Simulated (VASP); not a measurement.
# Ba: single point with r2SCAN

Ba:

```
Ba
1.0
     0.00000    0.00000    4.29900
    -5.05700    0.00000    0.00000
     2.52850   -5.97100    0.00000
Ba
2
Direct
  0.25000 0.86000 0.72000
  0.75000 0.14000 0.28000
```

```
Program                : VASP 6.6.1
Task                   : single point
Functional             : r2SCAN
Potentials or basis    : VASP PAW PBE potentials, release 64 (Ba_sv)
Cutoff                 : 440 eV
k mesh                 : 8 × 8 × 8
Occupations            : gaussian, width 0.1 eV
Spin                   : no spin polarisation
Dipole correction      : no
Further INCAR settings : ALGO = Normal; EDIFF = 1e-06; NBANDS = 17
```

- Pressure: 0.7 GPa
- Largest force: 0.087 eV/Å
- Band gap on the k mesh: zero (band 10 reaches 1.72 eV, above the bottom of band 11 at 1.25 eV)

Forces on the atoms (eV/Å):
```
Ba   0.000 -0.087  0.000
Ba   0.000  0.087  0.000
```

Stress tensor (GPa, compression positive):
```
-1.74  0.00  0.00
 0.00  1.56  0.00
 0.00  0.00  2.35
```

Levels at points of the mesh, in eV from the Fermi level:
```csv
k point,band 8,band 9,band 10,band 11,band 12,band 13
"(0.00, 0.00, 0.00)",-14.41,-2.69,-0.80,0.29,1.43,1.97
"(0.50, 0.00, 0.00)",-14.65,-0.18,-0.18,0.29,0.29,0.90
"(0.00, 0.50, 0.00)",-14.48,-1.12,-0.60,-0.18,1.19,1.62
"(0.50, 0.50, 0.00)",-14.60,-0.39,-0.39,0.32,0.32,1.94
"(0.00, 0.00, 0.50)",-14.54,-1.45,-1.10,-0.28,1.20,1.33
"(0.50, 0.00, 0.50)",-14.54,-0.56,-0.56,1.53,1.53,1.60
```

Run time: 20 min on 1 thread of Intel Xeon 8259CL (shared host), peak memory 0.33 GiB.

Caveat: the PAW data sets were made with another functional, which shifts forces and pressure a little; spin-orbit coupling is left out, which moves the levels of the heavy elements.
